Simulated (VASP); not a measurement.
Here is a VASP 6.6.1 calculation.

The input INCAR:

```
SYSTEM = MgI2
ALGO = Normal ; EDIFF = 1E-6
ENCUT = 520 ; GGA = PE
ISIF = 2 ; ISMEAR = 0
IVDW = 12 ; LASPH = .True.
LCHARG = .False. ; LREAL = .False.
LWAVE = .False. ; NBANDS = 15
NELM = 80 ; PREC = Accurate
SIGMA = 0.02
```

File KPOINTS:

```
k-points
0
Gamma
  6 6 4
  0 0 0
```

POSCAR

```
MgI2
1.0
    4.1241541023      0.0000000000      0.0000000000
   -2.0620770511      3.5716222217      0.0000000000
    0.0000000000      0.0000000000      6.8341755616
Mg I
1 2
Direct
    0.0000000000      0.0000000000      0.0000000000
    0.3333333333      0.6666666667      0.7546424225
    0.6666666667      0.3333333333      0.2453575775
```

Potentials or basis: VASP PAW PBE potentials, release 64 (Mg, I).

Run with:

```bash
$ cat potpaw_PBE.64/Mg/POTCAR potpaw_PBE.64/I/POTCAR > POTCAR
$ mpirun -np 1 vasp_std > vasp.out
```

(1) What does it give for the pressure?

(2) Estimate the dispersion energy per atom.

(3) Estimate the band gap on the k mesh.

(4) Predict the largest force.

## Answers

(1) 0.0 GPa.

(2) -0.315 eV.

(3) 3.52 eV, indirect (least direct gap 3.75 eV).

(4) 0.007 eV/Å.

Caveat: spin-orbit coupling is left out, which moves the levels of the heavy elements.
